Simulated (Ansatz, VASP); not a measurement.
One calculation of CdTe, two programs

```
CELL_PARAMETERS angstrom
0.00000 6.61737 -6.61737
6.61737 6.61737 0.00000
6.61737 0.00000 -6.61737
ATOMIC_POSITIONS crystal
Cd 0.50000 0.00000 0.50000
Cd 0.50000 0.50000 0.50000
Cd 0.00000 0.00000 0.50000
Cd 0.00000 0.50000 0.50000
Cd 0.50000 0.00000 0.00000
Cd 0.50000 0.50000 0.00000
Cd 0.00000 0.00000 0.00000
Cd 0.00000 0.50000 0.00000
Te 0.37500 0.37500 0.37500
Te 0.37500 0.87500 0.37500
Te 0.87500 0.37500 0.37500
Te 0.87500 0.87500 0.37500
Te 0.37500 0.37500 0.87500
Te 0.37500 0.87500 0.87500
Te 0.87500 0.37500 0.87500
Te 0.87500 0.87500 0.87500
```

Alike in both runs: task single point; functional PBE; k mesh 3 × 3 × 3; occupations gaussian, width 0.01 eV; no spin polarisation.

|  | VASP | Ansatz |
| --- | --- | --- |
| version | VASP 6.6.1 | Ansatz 0.2.0 |
| potentials or method | VASP PAW PBE potentials, release 64 (Cd, Te), cutoff 500 eV | scalar-relativistic, plane waves, PAW |
| valence electrons in the cell | 144 | 288 |

```csv
,VASP,Ansatz,Ansatz less VASP
gap on the k mesh at the Fermi level (eV),0.58,0.58,+0.003
least direct gap on the mesh (eV),0.58,0.58,+0.003
pressure (GPa),0.1,0.0,-0.10
```

VASP's potentials hold 144 valence electrons a cell and Ansatz's 288, so a difference there can come from the potentials and not from the codes.

Neither program's run includes spin-orbit coupling.
